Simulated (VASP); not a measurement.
## Li: single point with PBE

Crystal: Li.

```
Li
1.0
     7.31287    0.00000    0.00000
     0.00000    7.31287    0.00000
     0.00000    0.00000    7.31287
Li
16
Direct
  0.92340 0.94221 0.02245
  0.45814 0.96155 0.08631
  0.84365 0.36332 0.01828
  0.02140 0.02945 0.56975
  0.12546 0.21377 0.25283
  0.47650 0.54534 0.16170
  0.40682 0.87042 0.44423
  0.72779 0.17212 0.34919
  0.90845 0.41349 0.54058
  0.15242 0.69062 0.18664
  0.26203 0.26792 0.78611
  0.37223 0.34974 0.48695
  0.74168 0.75530 0.36882
  0.59729 0.08056 0.72510
  0.17460 0.64302 0.79628
  0.62389 0.61701 0.72612
```

| Item | Value |
| --- | --- |
| Program | VASP 6.6.1 |
| Task | single point |
| Functional | PBE |
| Potentials or basis | VASP PAW PBE potentials, release 64 (Li_sv) |
| Cutoff | 520 eV |
| k mesh | 2 × 2 × 2 |
| Occupations | fermi-dirac, width 0.11 eV |
| Spin | no spin polarisation |
| Dipole correction | no |
| Further INCAR settings | LREAL = Auto; ALGO = Normal; EDIFF = 1e-06; NBANDS = 38 |

```
Largest force          : 0.885 eV/Å
Band gap on the k mesh : zero (band 24 reaches 0.35 eV, above the bottom of band 25 at -0.32 eV)
```

Forces in eV/Å, atoms in the order of the input:
```
Li  -0.225  0.064 -0.187
Li  -0.047  0.117 -0.173
Li   0.017  0.163 -0.210
Li   0.028 -0.311  0.156
Li   0.192 -0.071 -0.253
Li   0.315 -0.304 -0.242
Li  -0.400  0.116  0.334
Li  -0.437 -0.193 -0.228
Li   0.278  0.201  0.102
Li  -0.357 -0.171  0.436
Li  -0.306 -0.239  0.795
Li   0.349  0.310 -0.362
Li   0.376 -0.015 -0.171
Li   0.353  0.036 -0.037
Li   0.028  0.228 -0.186
Li  -0.163  0.070  0.226
```

Levels at points of the mesh, in eV from the Fermi level:
| k point | band 20 | band 21 | band 22 | band 23 | band 24 | band 25 | band 26 | band 27 |
| --- | --- | --- | --- | --- | --- | --- | --- | --- |
| (0.00, 0.00, 0.00) | -1.02 | -0.91 | -0.87 | -0.72 | 0.38 | 0.48 | 0.52 | 0.73 |
| (0.50, 0.00, 0.00) | -0.56 | -0.53 | -0.46 | -0.39 | -0.35 | -0.28 | -0.14 | 1.01 |
| (0.00, 0.50, 0.00) | -0.54 | -0.52 | -0.44 | -0.42 | -0.34 | -0.29 | -0.20 | 0.98 |
| (0.00, 0.00, 0.50) | -0.60 | -0.54 | -0.41 | -0.35 | -0.30 | -0.27 | -0.15 | 0.93 |
| (0.50, 0.50, 0.00) | -1.93 | -0.10 | -0.07 | 0.00 | 0.11 | 0.19 | 0.24 | 0.33 |
| (0.00, 0.50, 0.50) | -1.91 | -0.18 | -0.16 | -0.03 | 0.08 | 0.17 | 0.22 | 0.33 |
| (0.50, 0.00, 0.50) | -1.92 | -0.33 | -0.10 | 0.02 | 0.10 | 0.19 | 0.25 | 0.31 |
| (0.50, 0.50, 0.50) | -1.49 | -1.46 | -1.36 | -1.35 | -1.26 | 1.78 | 1.82 | 1.87 |

Wall time 2.7 min on 1 thread of AMD EPYC 7R43 64-Core Processor (Zen 3), with other jobs on the host, peak memory 0.34 GiB.

Caveat: the k points lie up to 0.43 Å⁻¹ apart.
